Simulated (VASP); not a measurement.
# N (P2_13) in VASP: electric field gradients with PBE

Aim: the electric field gradients of N with PBE.

Program: VASP 6.6.1. These are calculated values, not measurements. Logs are shortened: lines on timing, memory, paths and dates and some standing lists are left out, and cuts for length are marked.

## 1. The cell of the first run

Symmetry: P2_13, No. 198, cubic system. The conventional cell has a = 5.649 Å, b = 5.649 Å, c = 5.649 Å, α = 90.00°, β = 90.00°, γ = 90.00°. N (site symmetry 3) has 12 N at 3.78 to 4.25 Å within 5.0 Å.

## 2. Electric field gradients, PBE

INCAR

```
SYSTEM = N
PREC     = Accurate       ! precision mode
ENCUT    = 520            ! plane-wave cutoff, eV
EDIFF    = 1E-8           ! SCF threshold, eV
ISMEAR   = -1             ! smearing method
SIGMA    = 0.02           ! smearing width, eV
LREAL    = .FALSE.        ! projectors in reciprocal space
LASPH    = .TRUE.         ! aspherical terms in the spheres
NELM     = 80             ! most SCF steps
ALGO     = Normal         ! electronic algorithm
ISIF     = 2              ! what is computed and relaxed
LWAVE    = .FALSE.        ! write WAVECAR
LCHARG   = .FALSE.        ! write CHGCAR
GGA      = PE             ! functional
LEFG     = .TRUE.       
NBANDS   = 18             ! bands
```

KPOINTS

```
Automatic mesh
0
G
  4 4 4
  0 0 0
```

POSCAR

```
N
1.0
    5.6490000000      0.0000000000      0.0000000000
    0.0000000000      5.6490000000      0.0000000000
    0.0000000000      0.0000000000      5.6490000000
N
4
Direct
    0.0300000000      0.0300000000      0.0300000000
    0.4700000000      0.9700000000      0.5300000000
    0.5300000000      0.4700000000      0.9700000000
    0.9700000000      0.5300000000      0.4700000000
```

Potentials or basis: VASP PAW PBE potentials, release 64 (N).

Started as:

```sh
$ cat potpaw_PBE.64/N/POTCAR > POTCAR
$ mpirun -np 1 vasp_std > vasp.out
```

OUTCAR:

```text
SYSTEM = N
   PREC = Accurate
   ENCUT = 520
   EDIFF = 1E-8
   ISMEAR = -1
   LREAL = .FALSE.
   LASPH = .TRUE.
   NELM = 80
   ISIF = 2
   GGA = PE

 ion  position               nearest neighbor table
   1  0.030  0.030  0.030-
   2  0.470  0.970  0.530-
   3  0.530  0.470  0.970-
   4  0.970  0.530  0.470-

  LATTYP: Found a simple cubic cell.
 ALAT       =     5.6490000000

  Lattice vectors:

 A1 = (   5.6490000000,   0.0000000000,   0.0000000000)
 A2 = (   0.0000000000,   5.6490000000,   0.0000000000)
 A3 = (   0.0000000000,   0.0000000000,   5.6490000000)

Analysis of symmetry for initial positions (statically):
=====================================================================
 Subroutine PRICEL returns:
 Original cell was already a primitive cell.

 Routine SETGRP: Setting up the symmetry group for a
 simple cubic supercell.

 Subroutine GETGRP returns: Found 12 space group operations
 (whereof  3 operations were pure point group operations)
 out of a pool of 48 trial point group operations.

The static configuration has the point symmetry C_3 .
 The point group associated with its full space group is T   .

Analysis of symmetry for dynamics (positions and initial velocities):
=====================================================================
 Subroutine PRICEL returns:
 Original cell was already a primitive cell.

 Routine SETGRP: Setting up the symmetry group for a
 simple cubic supercell.

 Subroutine GETGRP returns: Found 12 space group operations
 (whereof  3 operations were pure point group operations)
 out of a pool of 48 trial point group operations.

The dynamic configuration has the point symmetry C_3 .
 The point group associated with its full space group is T   .

 Subroutine INISYM returns: Found 12 space group operations
 (whereof  3 operations are pure point group operations),
 and found     1 'primitive' translations

----------------------------------------------------------------------------------------

                                     Primitive cell

  volume of cell :     180.2664

  direct lattice vectors                    reciprocal lattice vectors
     5.649000000  0.000000000  0.000000000     0.177022482  0.000000000  0.000000000
     0.000000000  5.649000000  0.000000000     0.000000000  0.177022482  0.000000000
     0.000000000  0.000000000  5.649000000     0.000000000  0.000000000  0.177022482

  length of vectors
     5.649000000  5.649000000  5.649000000     0.177022482  0.177022482  0.177022482

  position of ions in fractional coordinates (direct lattice)
     0.030000000  0.030000000  0.030000000
     0.470000000  0.970000000  0.530000000
     0.530000000  0.470000000  0.970000000
     0.970000000  0.530000000  0.470000000

  ion indices of the primitive-cell ions
   primitive index   ion index
                 1           1
                 2           2
                 3           3
                 4           4

----------------------------------------------------------------------------------------

 KPOINTS: Automatic mesh

Automatic generation of k-mesh.
 Grid dimensions read from file:
 generate k-points for:    4    4    4

 Generating k-lattice:

  Cartesian coordinates                     Fractional coordinates (reciprocal lattice)
     0.044255620  0.000000000  0.000000000     0.250000000  0.000000000  0.000000000
[... 24 lines left out ...]
  0.500000  0.250000  0.250000     12.000000
  0.500000  0.500000  0.250000      6.000000
  0.500000  0.500000  0.500000      1.000000
   k-points           NKPTS =     11   k-points in BZ     NKDIM =     11   number of bands    NBANDS=     18
   number of dos      NEDOS =    301   number of ions     NIONS =      4
   total plane-waves  NPLWV =  74088
   dimension x,y,z NGX =    42 NGY =   42 NGZ =   42
   dimension x,y,z NGXF=    84 NGYF=   84 NGZF=   84
   ions per type =               4
   NGX,Y,Z   is equivalent  to a cutoff of  12.36, 12.36, 12.36 a.u.
   NGXF,Y,Z  is equivalent  to a cutoff of  24.72, 24.72, 24.72 a.u.
 SYSTEM =  N
   PREC   = accura    normal or accurate (medium, high low for compatibility)
   ISTART =      0    job   : 0-new  1-cont  2-samecut
   ICHARG =      2    charge: 1-file 2-atom 10-const
   ISPIN  =      1    spin polarized calculation?
   LNONCOLLINEAR =      F non collinear calculations
   LSORBIT =      F    spin-orbit coupling
   LASPH  =      T    aspherical Exc in radial PAW
   ENCUT  =  520.0 eV  38.22 Ry    6.18 a.u.  10.50 10.50 10.50*2*pi/ulx,y,z
   NELM   =     80;   NELMIN=  2; NELMDL= -5     # of ELM steps
   EDIFF  = 0.1E-07   stopping-criterion for ELM
   LREAL  =      F    real-space projection
   EDIFFG = 0.1E-06   stopping-criterion for IOM
   NSW    =      0    number of steps for IOM
   IBRION =     -1    ionic relax: 0-MD 1-quasi-New 2-CG
   NFREE  =      0    steps in history (QN), initial steepest desc. (CG)
   ISIF   =      2    stress and relaxation
   ISYM   =      2    0-nonsym 1-usesym 2-fastsym
   POTIM  = 0.5000    time-step for ionic-motion
   TEBEG  =    0.0;   TEEND  =   0.0 temperature during run
   PSTRESS=    0.0 pullay stress
   NELECT =      20.0000    total number of electrons
   NUPDOWN=      -1.0000    fix difference up-down
   EMIN   =  10.00;   EMAX   =-10.00  energy-range for DOS
   EFERMI =   0.00;   METHOD = LEGACY
   ISMEAR =    -1;   SIGMA  =   0.02  broadening in eV -4-tet -1-fermi 0-gaus
   EFERMI_NEDOS =   21; number of points for ismear=-14 and -15
   IALGO  =     38    algorithm
   IMIX   =      4    mixing-type and parameters
     AMIX     =   0.40;   BMIX     =  1.00
     AMIX_MAG =   1.60;   BMIX_MAG =  1.00
  volume/ion in A,a.u.               =      45.07       304.12
  Fermi-wavevector in a.u.,A,eV,Ry     =   0.786647  1.486547  8.419470  0.618814
  Thomas-Fermi vector in A             =   1.891228
   LORBIT       =      0    0 simple, 1 ext, 2 COOP (PROOUT), +10 PAW based schemes
   GGA     = PE    functional components
   LHFCALC =     F    Hartree Fock is set to
   AEXX    =    0.0000 exact exchange contribution
   IVDW    =     0    specifies the selected vdW correction
   LEPSILON=     F    determine dielectric tensor
   LRPA    =     F    only Hartree local field effects (RPA)
 non-spin polarized calculation
  energy-cutoff  :      520.00
  volume of cell :      180.27
 maximum number of plane-waves:      4945
   NGX = 21   NGY = 21   NGZ = 21

 number of electron      20.0000000 magnetization

 Free energy of the ion-electron system (eV)
  ---------------------------------------------------
  ext. energy  EPLUGINS =         0.00000000
  ---------------------------------------------------
  free energy    TOTEN  =        -2.55009253 eV

  energy without entropy =       -2.51083486  energy(sigma->0) =       -2.53046369

 E-fermi :  -5.4749     XC(G=0):  -5.0769

 val. band max:       -5.4751886142   @ k =   0.5000   0.5000   0.0000
 cond. band min:      -5.4689608370   @ k =   0.2500   0.2500   0.0000
 fundamental gap:      0.0062277772
 Fermi energy:        -5.4749459161

 k-point     1 :       0.0000    0.0000    0.0000
  band No.  band energies     occupation
      1     -17.2148      2.00000
      2     -17.0197      2.00000
      3     -17.0197      2.00000
      4     -17.0197      2.00000
      5      -5.9401      2.00000
      6      -5.9401      2.00000
[... 208 lines left out ...]
      5      -6.0271      2.00000
      6      -6.0271      2.00000
[... 10 lines left out ...]
     17       4.2194      0.00000
     18       4.2194      0.00000

------------------------ aborting loop because EDIFF is reached ----------------------------------------

  FORCE on cell =-STRESS in cart. coord.  units (eV):
  Direction    XX          YY          ZZ          XY          YZ          ZX
  --------------------------------------------------------------------------------------
  -------------------------------------------------------------------------------------
  Total       -4.4752691     -4.4752691     -4.4752691     -0.0000000      0.0000000      0.0000000
  in kB      -39.7754417    -39.7754417    -39.7754417     -0.0000000      0.0000000      0.0000000
  external PRESSURE =     -39.7754417 kB  Pullay stress =       0.0000000 kB

 VOLUME and BASIS-vectors are now :
 -----------------------------------------------------------------------------
  energy-cutoff  :      520.00
  volume of cell :      180.27
      direct lattice vectors                 reciprocal lattice vectors
     5.649000000  0.000000000  0.000000000     0.177022482  0.000000000  0.000000000
     0.000000000  5.649000000  0.000000000     0.000000000  0.177022482  0.000000000
     0.000000000  0.000000000  5.649000000     0.000000000  0.000000000  0.177022482

 POSITION                                       TOTAL-FORCE (eV/Angst)
 -----------------------------------------------------------------------------------
      0.16947      0.16947      0.16947         0.219383      0.219383      0.219383
      2.65503      5.47953      2.99397        -0.219383     -0.219383      0.219383
      2.99397      2.65503      5.47953         0.219383     -0.219383     -0.219383
      5.47953      2.99397      2.65503        -0.219383      0.219383     -0.219383
 -----------------------------------------------------------------------------------
    total drift:                                0.000000      0.000000      0.000000

  FREE ENERGIE OF THE ION-ELECTRON SYSTEM (eV)
  ---------------------------------------------------
  free  energy   TOTEN  =        -2.5500925286 eV

  energy  without entropy=       -2.5108348570  energy(sigma->0) =       -2.53046369

 Electric field gradients (V/A^2)
---------------------------------------------------------------------
 ion       V_xx      V_yy      V_zz      V_xy      V_xz      V_yz
---------------------------------------------------------------------
   1      -0.000    -0.000     0.000    -3.253    -3.253    -3.253
   2      -0.000    -0.000     0.000    -3.253     3.253     3.253
   3      -0.000    -0.000     0.000     3.253     3.253    -3.253
   4      -0.000    -0.000     0.000     3.253    -3.253     3.253
---------------------------------------------------------------------

 Electric field gradients after diagonalization (V/A^2)
 (convention: |V_zz| > |V_xx| > |V_yy|)
----------------------------------------------------------------------
 ion       V_xx      V_yy      V_zz     asymmetry (V_yy - V_xx)/ V_zz
----------------------------------------------------------------------
   1       3.253     3.253    -6.506       0.000
   2       3.253     3.253    -6.506       0.000
   3       3.253     3.253    -6.506       0.000
   4       3.253     3.253    -6.506       0.000
----------------------------------------------------------------------

           NMR quadrupolar parameters

 Cq : quadrupolar parameter    Cq=e*Q*V_zz/h
 eta: asymmetry parameters     (V_yy - V_xx)/ V_zz
 Q  : nuclear electric quadrupole moment in mb (millibarn)
----------------------------------------------------------------------
 ion       Cq(MHz)       eta       Q (mb)
----------------------------------------------------------------------
   1      -0.016       0.000       1.000
   2      -0.016       0.000       1.000
   3      -0.016       0.000       1.000
   4      -0.016       0.000       1.000
----------------------------------------------------------------------
```

Wall time 31 s (1 thread of AMD EPYC 7R43 (Zen 3), shared host); peak memory 0.21 GiB.

What came out:

* Free energy: -2.5501 eV
* Pressure: -4.0 GPa
* Largest force: 0.380 eV/Å
* Band gap on the k mesh: zero (band 10 reaches -5.32 eV, above the bottom of band 11 at -5.48 eV)

Forces in eV/Å, atoms in the order of the input:
```
N    0.219  0.219  0.219
N   -0.219 -0.219  0.219
N    0.219 -0.219 -0.219
N   -0.219  0.219 -0.219
```

Electric field gradients, principal values (V/Å²):
```
atom  least  middle  greatest (by size)
 1 N  3.253   3.253              -6.506
 2 N  3.253   3.253              -6.506
 3 N  3.253   3.253              -6.506
 4 N  3.253   3.253              -6.506
```

Caveat: without QUAD_EFG the Cq values of the log hold for a quadrupole moment of 1 mb, not for the nuclei.
